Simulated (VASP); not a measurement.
Ge: single point with PBE

Crystal: Ge.

```
Ge
1.0
     0.00000    2.70515    2.87422
     2.70515    0.00000    2.87422
     2.70515    2.70515    0.00000
Ge
2
Direct
  0.50000 0.50000 0.50000
  0.75000 0.75000 0.75000
```

```json
{
 "Program": "VASP 6.6.1",
 "Task": "single point",
 "Functional": "PBE",
 "Potentials or basis": "VASP PAW PBE potentials, release 64 (Ge_d)",
 "Cutoff": "520 eV",
 "k mesh": "14 × 14 × 14",
 "Occupations": "gaussian, width 0.15 eV",
 "Spin": "no spin polarisation",
 "Dipole correction": "no",
 "Further INCAR settings": "ALGO = Normal; EDIFF = 1e-06; NBANDS = 21"
}
```

The pressure is 10.1 GPa. The band gap on the k mesh is 0.10 eV (least direct gap 0.51 eV).

Stress tensor (GPa, compression positive):
```
11.80  0.00  0.00
 0.00 11.80  0.00
 0.00  0.00  6.80
```

Levels at points of the mesh, in eV from the valence-band top:
```csv
k point,band 12,band 13,band 14,band 15,band 16,band 17
"(0.00, 0.00, 0.00)",-0.53,0.00,0.00,0.51,2.33,2.33
"(0.50, 0.00, 0.00)",-8.14,-2.00,-1.39,0.16,3.49,3.82
"(0.50, 0.50, 0.00)",-9.58,-3.20,-3.20,0.83,0.83,9.92
"(0.50, 0.00, 0.50)",-9.24,-3.66,-3.66,0.31,0.31,9.71
```

Wall time 90 s on 1 thread of Intel(R) Xeon(R) 6975P-C (Granite Rapids), on a shared host, peak memory 0.28 GiB.

Caveat: the cell stands under pressure; semilocal functionals underestimate gaps, and a narrow one can read as zero. A k mesh can miss the band edges.
